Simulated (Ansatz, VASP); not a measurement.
# BaV2 in VASP and in Ansatz

```
CELL_PARAMETERS angstrom
0.00000 4.00028 4.00028
4.00028 0.00000 4.00028
4.00028 4.00028 0.00000
ATOMIC_POSITIONS crystal
Ba 0.00000 0.00000 0.00000
Ba 0.25000 0.25000 0.25000
V 0.62500 0.62500 0.62500
V 0.12500 0.62500 0.62500
V 0.62500 0.62500 0.12500
V 0.62500 0.12500 0.62500
```

Alike in both runs: task relaxation of cell and atoms; functional PBE; k mesh 8 × 8 × 8; occupations gaussian, width 0.1 eV; no spin polarisation.

|  | VASP | Ansatz |
| --- | --- | --- |
| version | VASP 6.6.1 | Ansatz 0.2.0 |
| potentials or method | VASP PAW PBE potentials, release 64 (Ba_sv, V_sv), cutoff 600 eV | scalar-relativistic, plane waves, PAW |
| valence electrons in the cell | 72 | 72 |

|  | VASP | Ansatz | Ansatz less VASP |
| --- | --- | --- | --- |
| gap on the k mesh at the Fermi level, each at its own relaxed structure (eV) | none | none | - |
| relaxed volume (Å³/atom) | 21.34 | 20.88 | -0.459 |
| relaxed length of the cell vector where the two differ most in proportion (Å) | 5.657 | 5.616 | -0.0408 |

A gap of «none» marks a metal or a gap that the smearing closes.

Spin-orbit coupling is off throughout. Noted on VASP's run: the relaxation stopped at its first step, so nothing moved.
